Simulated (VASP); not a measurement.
# CO2 (Pa-3) in VASP: settings compared

The runs below take CO2 through single point, relaxation of cell and atoms, with PBE+D3(BJ), r2SCAN+rVV10, PBE, r2SCAN.

Everything below comes from runs of VASP 6.6.1. Logs are shortened: lines on timing, memory, paths and dates and some standing lists are left out, and cuts for length are marked.

## 1. The cell of the first run

Symmetry: Pa-3, No. 205, cubic system. The conventional cell has a = 5.710 Å, b = 5.710 Å, c = 5.710 Å, α = 90.00°, β = 90.00°, γ = 90.00°. C (site symmetry -3) has 2 O at 1.17 Å within 1.6 Å. O (site symmetry 3) has 1 C at 1.17 Å within 1.6 Å.

## 2. Single point, PBE+D3(BJ)

INCAR

```
SYSTEM = CO2
PREC = Accurate ; ENCUT = 520
EDIFF = 1E-7 ; ISMEAR = -1
SIGMA = 0.02 ; LREAL = .False.
LASPH = .True. ; NELM = 80
ALGO = Normal ; ISIF = 2
LWAVE = .False. ; LCHARG = .False.
GGA = PE ; IVDW = 12
NBANDS = 44
```

KPOINTS

```
Automatic mesh
0
Gamma
  4 4 4
  0 0 0
```

POSCAR

```
CO2
1.0
    5.7102880717      0.0000000000      0.0000000000
    0.0000000000      5.7102880717      0.0000000000
    0.0000000000      0.0000000000      5.7102880717
C O
4 8
Direct
    0.0000000000      0.0000000000      0.0000000000
    0.5000000000      0.0000000000      0.5000000000
    0.5000000000      0.5000000000      0.0000000000
    0.0000000000      0.5000000000      0.5000000000
    0.1181858123      0.1181858123      0.1181858123
    0.3818141877      0.8818141877      0.6181858123
    0.6181858123      0.3818141877      0.8818141877
    0.8818141877      0.6181858123      0.3818141877
    0.8818141877      0.8818141877      0.8818141877
    0.6181858123      0.1181858123      0.3818141877
    0.3818141877      0.6181858123      0.1181858123
    0.1181858123      0.3818141877      0.6181858123
```

Potentials or basis: VASP PAW PBE potentials, release 64 (C, O).

Command:

```console
$ cat potpaw_PBE.64/C/POTCAR potpaw_PBE.64/O/POTCAR > POTCAR
$ mpirun -np 1 vasp_std > vasp.out
```

OUTCAR:

```text
SYSTEM = CO2
   PREC = Accurate
   ENCUT = 520
   EDIFF = 1E-7
   ISMEAR = -1
   LREAL = .False.
   LASPH = .True.
   NELM = 80
   ISIF = 2
   GGA = PE
   IVDW = 12
 IVDW          = 12

 ion  position               nearest neighbor table
   1  0.000  0.000  0.000-   5 1.17   9 1.17
   2  0.500  0.000  0.500-   6 1.17  10 1.17
   3  0.500  0.500  0.000-   7 1.17  11 1.17
   4  0.000  0.500  0.500-   8 1.17  12 1.17
   5  0.118  0.118  0.118-   1 1.17
   6  0.382  0.882  0.618-   2 1.17
   7  0.618  0.382  0.882-   3 1.17
   8  0.882  0.618  0.382-   4 1.17
   9  0.882  0.882  0.882-   1 1.17
  10  0.618  0.118  0.382-   2 1.17
  11  0.382  0.618  0.118-   3 1.17
  12  0.118  0.382  0.618-   4 1.17

  LATTYP: Found a simple cubic cell.
 ALAT       =     5.7102880717

  Lattice vectors:

 A1 = (   5.7102880717,   0.0000000000,   0.0000000000)
 A2 = (   0.0000000000,   5.7102880717,   0.0000000000)
 A3 = (   0.0000000000,   0.0000000000,   5.7102880717)

Analysis of symmetry for initial positions (statically):
=====================================================================
 Subroutine PRICEL returns:
 Original cell was already a primitive cell.

 Routine SETGRP: Setting up the symmetry group for a
 simple cubic supercell.

 Subroutine GETGRP returns: Found 24 space group operations
 (whereof  6 operations were pure point group operations)
 out of a pool of 48 trial point group operations.

The static configuration has the point symmetry S_6 .
 The point group associated with its full space group is T_h .

Analysis of symmetry for dynamics (positions and initial velocities):
=====================================================================
 Subroutine PRICEL returns:
 Original cell was already a primitive cell.

 Routine SETGRP: Setting up the symmetry group for a
 simple cubic supercell.

 Subroutine GETGRP returns: Found 24 space group operations
 (whereof  6 operations were pure point group operations)
 out of a pool of 48 trial point group operations.

The dynamic configuration has the point symmetry S_6 .
 The point group associated with its full space group is T_h .

 Subroutine INISYM returns: Found 24 space group operations
 (whereof  6 operations are pure point group operations),
 and found     1 'primitive' translations

----------------------------------------------------------------------------------------

                                     Primitive cell

  volume of cell :     186.1976

  direct lattice vectors                    reciprocal lattice vectors
     5.710288072  0.000000000  0.000000000     0.175122514  0.000000000  0.000000000
     0.000000000  5.710288072  0.000000000     0.000000000  0.175122514  0.000000000
     0.000000000  0.000000000  5.710288072     0.000000000  0.000000000  0.175122514

  length of vectors
     5.710288072  5.710288072  5.710288072     0.175122514  0.175122514  0.175122514

  position of ions in fractional coordinates (direct lattice)
     0.000000000  0.000000000  0.000000000
     0.500000000  0.000000000  0.500000000
     0.500000000  0.500000000  0.000000000
     0.000000000  0.500000000  0.500000000
     0.118185812  0.118185812  0.118185812
     0.381814188  0.881814188  0.618185812
     0.618185812  0.381814188  0.881814188
     0.881814188  0.618185812  0.381814188
     0.881814188  0.881814188  0.881814188
     0.618185812  0.118185812  0.381814188
     0.381814188  0.618185812  0.118185812
     0.118185812  0.381814188  0.618185812

  ion indices of the primitive-cell ions
   primitive index   ion index
                 1           1
                 2           2
                 3           3
                 4           4
                 5           5
                 6           6
                 7           7
                 8           8
                 9           9
                10          10
                11          11
                12          12

----------------------------------------------------------------------------------------

 KPOINTS: Automatic mesh

Automatic generation of k-mesh.
 Grid dimensions read from file:
 generate k-points for:    4    4    4

 Generating k-lattice:

  Cartesian coordinates                     Fractional coordinates (reciprocal lattice)
     0.043780628  0.000000000  0.000000000     0.250000000  0.000000000  0.000000000
     0.000000000  0.043780628  0.000000000     0.000000000  0.250000000  0.000000000
     0.000000000  0.000000000  0.043780628     0.000000000  0.000000000  0.250000000

  Length of vectors
     0.043780628  0.043780628  0.043780628

  Shift w.r.t. Gamma in fractional coordinates (k-lattice)
     0.000000000  0.000000000  0.000000000

 Subroutine IBZKPT returns following result:
 ===========================================

 Found     11 irreducible k-points:

 Following reciprocal coordinates:
            Coordinates               Weight
  0.000000  0.000000  0.000000      1.000000
  0.250000  0.000000  0.000000      6.000000
  0.500000  0.000000  0.000000      3.000000
  0.250000  0.250000  0.000000     12.000000
  0.500000  0.250000  0.000000      6.000000
 -0.250000  0.500000  0.000000      6.000000
  0.500000  0.500000  0.000000      3.000000
  0.250000  0.250000  0.250000      8.000000
  0.500000  0.250000  0.250000     12.000000
  0.500000  0.500000  0.250000      6.000000
  0.500000  0.500000  0.500000      1.000000
   k-points           NKPTS =     11   k-points in BZ     NKDIM =     11   number of bands    NBANDS=     44
   number of dos      NEDOS =    301   number of ions     NIONS =     12
   total plane-waves  NPLWV =  74088
   dimension x,y,z NGX =    42 NGY =   42 NGZ =   42
   dimension x,y,z NGXF=    84 NGYF=   84 NGZF=   84
   ions per type =               4   8
   NGX,Y,Z   is equivalent  to a cutoff of  12.23, 12.23, 12.23 a.u.
   NGXF,Y,Z  is equivalent  to a cutoff of  24.46, 24.46, 24.46 a.u.
 SYSTEM =  CO2
   PREC   = accura    normal or accurate (medium, high low for compatibility)
   ISTART =      0    job   : 0-new  1-cont  2-samecut
   ICHARG =      2    charge: 1-file 2-atom 10-const
   ISPIN  =      1    spin polarized calculation?
   LNONCOLLINEAR =      F non collinear calculations
   LSORBIT =      F    spin-orbit coupling
   LASPH  =      T    aspherical Exc in radial PAW
   ENCUT  =  520.0 eV  38.22 Ry    6.18 a.u.  10.62 10.62 10.62*2*pi/ulx,y,z
   NELM   =     80;   NELMIN=  2; NELMDL= -5     # of ELM steps
   EDIFF  = 0.1E-06   stopping-criterion for ELM
   LREAL  =      F    real-space projection
   EDIFFG = 0.1E-05   stopping-criterion for IOM
   NSW    =      0    number of steps for IOM
   IBRION =     -1    ionic relax: 0-MD 1-quasi-New 2-CG
   NFREE  =      0    steps in history (QN), initial steepest desc. (CG)
   ISIF   =      2    stress and relaxation
   ISYM   =      2    0-nonsym 1-usesym 2-fastsym
   POTIM  = 0.5000    time-step for ionic-motion
   TEBEG  =    0.0;   TEEND  =   0.0 temperature during run
   PSTRESS=    0.0 pullay stress
   NELECT =      64.0000    total number of electrons
   NUPDOWN=      -1.0000    fix difference up-down
   EMIN   =  10.00;   EMAX   =-10.00  energy-range for DOS
   EFERMI =   0.00;   METHOD = LEGACY
   ISMEAR =    -1;   SIGMA  =   0.02  broadening in eV -4-tet -1-fermi 0-gaus
   EFERMI_NEDOS =   21; number of points for ismear=-14 and -15
   IALGO  =     38    algorithm
   IMIX   =      4    mixing-type and parameters
     AMIX     =   0.40;   BMIX     =  1.00
     AMIX_MAG =   1.60;   BMIX_MAG =  1.00
  volume/ion in A,a.u.               =      15.52       104.71
  Fermi-wavevector in a.u.,A,eV,Ry     =   1.146771  2.167083 17.892809  1.315084
  Thomas-Fermi vector in A             =   2.283454
   LORBIT       =      0    0 simple, 1 ext, 2 COOP (PROOUT), +10 PAW based schemes
   GGA     = PE    functional components
   LHFCALC =     F    Hartree Fock is set to
   AEXX    =    0.0000 exact exchange contribution
   IVDW    =    12    specifies the selected vdW correction
   LEPSILON=     F    determine dielectric tensor
   LRPA    =     F    only Hartree local field effects (RPA)
 non-spin polarized calculation
  energy-cutoff  :      520.00
  volume of cell :      186.20
 maximum number of plane-waves:      5056
   NGX = 21   NGY = 21   NGZ = 21

 number of electron      63.9999957 magnetization

 Free energy of the ion-electron system (eV)
  ---------------------------------------------------
  ext. energy  EPLUGINS =         0.00000000
  ---------------------------------------------------
  free energy    TOTEN  =       -92.18871327 eV

  energy without entropy =      -92.18871327  energy(sigma->0) =      -92.18871327

 E-fermi :  -3.4053     XC(G=0):  -7.6275

 val. band max:       -3.9391761928   @ k =   0.0000   0.0000   0.0000
 cond. band min:       2.7881575654   @ k =   0.0000   0.0000   0.0000
 fundamental gap:      6.7273337582
 Fermi energy:        -3.4052850059

 k-point     1 :       0.0000    0.0000    0.0000
  band No.  band energies     occupation
      1     -24.4678      2.00000
      2     -24.2961      2.00000
      3     -24.2961      2.00000
      4     -24.2961      2.00000
      5     -23.3535      2.00000
      6     -23.3535      2.00000
[... 36 lines left out ...]
     43       6.7570      0.00000
     44       6.7570      0.00000

 k-point     2 :       0.2500    0.0000    0.0000
  band No.  band energies     occupation
      1     -24.4439      2.00000
      2     -24.3228      2.00000
      3     -24.2962      2.00000
      4     -24.2962      2.00000
      5     -23.3528      2.00000
      6     -23.3525      2.00000
[... 415 lines left out ...]
 k-point    11 :       0.5000    0.5000    0.5000
  band No.  band energies     occupation
      1     -24.3383      2.00000
      2     -24.3383      2.00000
      3     -24.3383      2.00000
      4     -24.3383      2.00000
      5     -23.3437      2.00000
      6     -23.3437      2.00000
[... 36 lines left out ...]
     43       5.6077      0.00000
     44       5.6077      0.00000

------------------------ aborting loop because EDIFF is reached ----------------------------------------

 Edisp (eV)   -0.78947

 E8    (eV) :    -0.2008

  FORCE on cell =-STRESS in cart. coord.  units (eV):
  Direction    XX          YY          ZZ          XY          YZ          ZX
  --------------------------------------------------------------------------------------
  -------------------------------------------------------------------------------------
  Total       1.69594     1.69594     1.69594    -0.00000    -0.00000     0.00000
  in kB      14.59304    14.59304    14.59304    -0.00000    -0.00000     0.00000
  external pressure =       14.59 kB  Pullay stress =        0.00 kB

 VOLUME and BASIS-vectors are now :
 -----------------------------------------------------------------------------
  energy-cutoff  :      520.00
  volume of cell :      186.20
      direct lattice vectors                 reciprocal lattice vectors
     5.710288072  0.000000000  0.000000000     0.175122514  0.000000000  0.000000000
     0.000000000  5.710288072  0.000000000     0.000000000  0.175122514  0.000000000
     0.000000000  0.000000000  5.710288072     0.000000000  0.000000000  0.175122514

 POSITION                                       TOTAL-FORCE (eV/Angst)
 -----------------------------------------------------------------------------------
      0.00000      0.00000      0.00000         0.000000     -0.000000      0.000000
      2.85514      0.00000      2.85514         0.000000     -0.000000      0.000000
      2.85514      2.85514      0.00000         0.000000     -0.000000      0.000000
      0.00000      2.85514      2.85514         0.000000     -0.000000      0.000000
      0.67488      0.67488      0.67488         0.364244      0.364244      0.364244
      2.18027      5.03541      3.53002        -0.364244     -0.364244      0.364244
      3.53002      2.18027      5.03541         0.364244     -0.364244     -0.364244
      5.03541      3.53002      2.18027        -0.364244      0.364244     -0.364244
      5.03541      5.03541      5.03541        -0.364244     -0.364244     -0.364244
      3.53002      0.67488      2.18027         0.364244      0.364244     -0.364244
      2.18027      3.53002      0.67488        -0.364244      0.364244      0.364244
      0.67488      2.18027      3.53002         0.364244     -0.364244      0.364244
 -----------------------------------------------------------------------------------
    total drift:                                0.000000      0.000000      0.000000

  FREE ENERGIE OF THE ION-ELECTRON SYSTEM (eV)
  ---------------------------------------------------
  free  energy   TOTEN  =       -92.9781833063 eV

  energy  without entropy=      -92.9781833063  energy(sigma->0) =      -92.97818331
```

Wall time 40 s (1 thread of Intel Xeon 6975P-C (Granite Rapids), shared host); peak memory 0.27 GiB.

Results:

- Free energy: -92.9782 eV
- Pressure: 1.5 GPa
- Largest force: 0.631 eV/Å
- Band gap on the k mesh: 6.73 eV
- Dispersion energy per atom: -0.066 eV

Forces in eV/Å, atoms in the order of the input:
```
C    0.000  0.000  0.000
C    0.000  0.000  0.000
C    0.000  0.000  0.000
C    0.000  0.000  0.000
O    0.364  0.364  0.364
O   -0.364 -0.364  0.364
O    0.364 -0.364 -0.364
O   -0.364  0.364 -0.364
O   -0.364 -0.364 -0.364
O    0.364  0.364 -0.364
O   -0.364  0.364  0.364
O    0.364 -0.364  0.364
```

Levels at points of the mesh, in eV from the valence-band top:
```tsv
k point	band 30	band 31	band 32	band 33	band 34	band 35
(0.00, 0.00, 0.00)	-0.17	0.00	0.00	6.73	8.06	8.06
(0.50, 0.00, 0.00)	-0.26	-0.07	-0.07	8.00	8.00	8.13
(0.50, 0.50, 0.00)	-0.24	-0.24	-0.24	7.99	7.99	7.99
(0.50, 0.50, 0.50)	-0.28	-0.28	-0.28	8.01	8.01	8.01
```

A k mesh can miss the band edges. As with any semilocal functional, this PBE gap is likely too small.

## 3. Single point, r2SCAN+rVV10

This run uses another cell than the first one, of 13.43 Å³/atom.

POSCAR

```
CO2
1.0
    5.4422668343      0.0000000000      0.0000000000
    0.0000000000      5.4422668343      0.0000000000
    0.0000000000      0.0000000000      5.4422668343
C O
4 8
Direct
    0.0000000000      0.0000000000      0.0000000000
    0.5000000000      0.0000000000      0.5000000000
    0.5000000000      0.5000000000      0.0000000000
    0.0000000000      0.5000000000      0.5000000000
    0.1230864356      0.1230864356      0.1230864356
    0.3769135644      0.8769135644      0.6230864356
    0.6230864356      0.3769135644      0.8769135644
    0.8769135644      0.6230864356      0.3769135644
    0.8769135644      0.8769135644      0.8769135644
    0.6230864356      0.1230864356      0.3769135644
    0.3769135644      0.6230864356      0.1230864356
    0.1230864356      0.3769135644      0.6230864356
```

INCAR.step1

```
SYSTEM = CO2
  PREC = Accurate
  ENCUT = 520
  ISMEAR = -1
  SIGMA = 0.02
  LREAL = .False.
  LASPH = .True.
  NELM = 100
  NBANDS = 44
  GGA = PE
  ALGO = Normal
  EDIFF = 1E-4
  LWAVE = .True.
  LCHARG = .False.
```

INCAR.step2

```
SYSTEM = CO2
  PREC = Accurate
  ENCUT = 520
  EDIFF = 1E-7
  ISMEAR = -1
  SIGMA = 0.02
  LREAL = .False.
  LASPH = .True.
  NELM = 100
  ALGO = Normal
  ISIF = 2
  LWAVE = .False.
  LCHARG = .False.
  METAGGA = R2SCAN
  LMIXTAU = .True.
  LUSE_VDW = .True.
  IVDW_NL = 2
  BPARAM = 11.95
  CPARAM = 0.0093
  NBANDS = 44
  ISTART = 1
```

KPOINTS is that of step 2.

Potentials or basis: VASP PAW PBE potentials, release 64 (C, O).

Command:

```console
$ cat potpaw_PBE.64/C/POTCAR potpaw_PBE.64/O/POTCAR > POTCAR
$ cp INCAR.step1 INCAR
$ mpirun -np 1 vasp_std > vasp.out
$ cp INCAR.step2 INCAR
$ mpirun -np 1 vasp_std > vasp.out
```

Run time: 3.2 min. Hardware: 1 thread of Intel Xeon 6975P-C (Granite Rapids), shared host; peak memory 0.51 GiB.

Results (log left out):

```
Free energy            : -100.9050 eV
Pressure               : 2.0 GPa
Largest force          : 0.788 eV/Å
Band gap on the k mesh : 7.48 eV
```

Forces on the atoms (eV/Å):
```
C    0.000  0.000  0.000
C    0.000  0.000  0.000
C    0.000  0.000  0.000
C    0.000  0.000  0.000
O    0.455  0.455  0.455
O   -0.455 -0.455  0.455
O    0.455 -0.455 -0.455
O   -0.455  0.455 -0.455
O   -0.455 -0.455 -0.455
O    0.455  0.455 -0.455
O   -0.455  0.455  0.455
O    0.455 -0.455  0.455
```

Levels at points of the mesh, in eV from the valence-band top:
```
           k point  band 29  band 30  band 31  band 32  band 33  band 34  band 35  band 36
(0.00, 0.00, 0.00)    -0.25    -0.25     0.00     0.00     7.48     8.71     8.71     8.71
(0.50, 0.00, 0.00)    -0.37    -0.37    -0.09    -0.09     8.64     8.64     8.92     8.92
(0.50, 0.50, 0.00)    -0.34    -0.34    -0.34    -0.34     8.64     8.64     8.64     8.64
(0.50, 0.50, 0.50)    -0.39    -0.39    -0.39    -0.39     8.63     8.63     8.63     8.63
```

Caveat: the PAW data sets were made with another functional, which shifts forces and pressure a little.

## 4. Single point, PBE

This run uses another cell than the first one, of 13.43 Å³/atom.

INCAR

```
PREC     = Accurate       # precision mode
ENCUT    = 520            # plane-wave cutoff, eV
EDIFF    = 1E-6           # SCF threshold, eV
ISMEAR   = -1             # smearing method
SIGMA    = 0.02           # smearing width, eV
LREAL    = F              # projectors in reciprocal space
LASPH    = T              # aspherical terms in the spheres
NELM     = 80             # most SCF steps
ALGO     = Normal         # electronic algorithm
ISIF     = 2              # what is computed and relaxed
LWAVE    = F              # write WAVECAR
LCHARG   = F              # write CHGCAR
GGA      = PE             # functional
NBANDS   = 44             # bands
```

KPOINTS

```
Automatic mesh
0
Gamma
  6 6 6
```

POSCAR is that of step 3.

Command:

```console
$ cat potpaw_PBE.64/C/POTCAR potpaw_PBE.64/O/POTCAR > POTCAR
$ mpirun -np 1 vasp_std > vasp.out
```

It took 70 s on 1 thread of Intel Xeon 6975P-C (Granite Rapids), shared host; peak memory 0.29 GiB.

Results (log left out):

* Free energy: -91.8679 eV
* Pressure: 6.7 GPa
* Largest force: 1.435 eV/Å
* Band gap on the k mesh: 6.95 eV

Forces on the atoms (eV/Å):
```
C    0.000  0.000  0.000
C    0.000  0.000  0.000
C    0.000  0.000  0.000
C    0.000  0.000  0.000
O    0.829  0.829  0.829
O   -0.829 -0.829  0.829
O    0.829 -0.829 -0.829
O   -0.829  0.829 -0.829
O   -0.829 -0.829 -0.829
O    0.829  0.829 -0.829
O   -0.829  0.829  0.829
O    0.829 -0.829  0.829
```

Levels at points of the mesh, in eV from the valence-band top:
| k point | band 30 | band 31 | band 32 | band 33 | band 34 | band 35 |
| --- | --- | --- | --- | --- | --- | --- |
| (0.00, 0.00, 0.00) | -0.24 | 0.00 | 0.00 | 6.95 | 8.04 | 8.04 |
| (0.50, 0.00, 0.00) | -0.36 | -0.09 | -0.09 | 7.97 | 7.97 | 8.24 |
| (0.50, 0.50, 0.00) | -0.33 | -0.33 | -0.33 | 7.97 | 7.97 | 7.97 |
| (0.50, 0.50, 0.50) | -0.38 | -0.38 | -0.38 | 7.97 | 7.97 | 7.97 |

Caveat: the cell stands under pressure; this functional lacks dispersion, which holds the molecules together, so the pressure and a relaxed volume are unreliable; forces of over 1 eV/Å act on the atoms, so gaps and moduli don't describe the material at rest. A k mesh can miss the band edges.

[end of part 1 of 2]
